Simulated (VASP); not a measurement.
Write the native input for VASP 6.6.1 that does the following.

```yaml
Task: single point
Functional: PBE
Dispersion: D3(BJ)
Potentials_or_basis: VASP PAW PBE potentials, release 64 (Al, Si)
Cutoff: 520 eV
k_mesh: 5 × 4 × 1
Occupations: gaussian, width 0.1 eV
Spin: no spin polarisation
Dipole_correction: yes
Further_INCAR_settings: LREAL = Auto; ALGO = Normal; EDIFF = 1e-06; NBANDS = 56
```

The structure of Al24Si lies in POSCAR:

```
Al24Si
1.0
    5.6324246406      0.0000000000      0.0000000000
    0.0000000000      7.9654513158      0.0000000000
    0.0000000000      0.0000000000     26.0405308008
Al Si
24 1
Direct
    0.2499999716      0.2500000215      0.3264142373
    0.2499999716      0.7499999389      0.3264142373
    0.7499999147      0.2500000215      0.3264142373
    0.7499999147      0.7499999389      0.3264142373
    0.4999999431      0.5000000429      0.3804878662
    0.4999999431      0.0000000000      0.3804878662
    0.0000000000      0.5000000429      0.3804878662
    0.0000000000      0.0000000000      0.3804878662
    0.7499999147      0.7499999389      0.4345614952
    0.7499999147      0.2500000215      0.4345614952
    0.2499999716      0.7499999389      0.4345614952
    0.2499999716      0.2500000215      0.4345614952
    0.0025120620     -0.0010304501      0.4886616597
    0.0042924676      0.5061011411      0.4891554668
    0.4974862832     -0.0010307012      0.4886616981
    0.4957099612      0.5061010155      0.4891555052
    0.2500026347      0.2594864896      0.5447629355
    0.2500015695      0.7620946710      0.5541328289
    0.7500022228      0.2620279652      0.5428093270
    0.7500015126      0.7513701061      0.5447834420
    0.5012361780      0.5042937105      0.5979725267
    0.5197992316      0.0202936398      0.5945517055
   -0.0012312637      0.5042937105      0.5979726035
   -0.0197950274      0.0202937654      0.5945515135
    0.2500017470      0.9095438178      0.6562228370
```

The input as run:

INCAR

```
SYSTEM = Al24Si
PREC = Accurate
ENCUT = 520
EDIFF = 1E-6
ISMEAR = 0
SIGMA = 0.1
LREAL = Auto
LASPH = .True.
NELM = 80
ALGO = Normal
ISIF = 2
LWAVE = .False.
LCHARG = .False.
LDIPOL = .True.
IDIPOL = 3
DIPOL = 0.5 0.5 0.470
GGA = PE
IVDW = 12
NBANDS = 56
```

KPOINTS

```
Automatic mesh
0
Gamma
  5 4 1
  0 0 0
```

Potentials or basis: VASP PAW PBE potentials, release 64 (Al, Si).

Run with:

```console
$ cat potpaw_PBE.64/Al/POTCAR potpaw_PBE.64/Si/POTCAR > POTCAR
$ mpirun -np 1 vasp_std > vasp.out
```

Results of the run:

The largest force is 0.662 eV/Å, the band gap on the k mesh is zero (band 38 reaches 0.31 eV, above the bottom of band 39 at -0.21 eV) and the dispersion energy per atom is -0.257 eV.

Run time: 27 min on 1 thread of Intel(R) Xeon(R) Platinum 8259CL CPU @ 2.50GHz (Skylake/Cascade Lake), with other jobs on the host, peak memory 1.1 GiB.
